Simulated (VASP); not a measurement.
Input of a VASP 6.6.1 run:

File INCAR:

```
  ALGO = Normal
  EDIFF = 1E-7
  ENCUT = 520
  GGA = PS
  ISIF = 2
  ISMEAR = 0
  LASPH = T
  LCHARG = T
  LELF = T
  LREAL = F
  LVHAR = T
  LWAVE = F
  NBANDS = 8
  NELM = 100
  PREC = Accurate
  SIGMA = 0.15
```

The input KPOINTS:

```
k-points
0
Gamma
  20 20 20
```

The input POSCAR:

```
Al
1.0
    0.0000000000      1.9733805000      1.9733805000
    1.9733805000      0.0000000000      1.9733805000
    1.9733805000      1.9733805000      0.0000000000
Al
1
Direct
    0.0000000000      0.0000000000      0.0000000000
```

Potentials or basis: VASP PAW PBE potentials, release 64 (Al).

Launch:

```sh
$ cat potpaw_PBE.64/Al/POTCAR > POTCAR
$ mpirun -np 1 vasp_std > vasp.out
```

(1) Predict the pressure.

Results:

(1) 4.7 GPa.

Caveat: the cell differs from its parent crystal (strain -0.025 along x and y, -0.025 along z); the PAW data sets were made with another functional, which shifts forces and pressure a little.
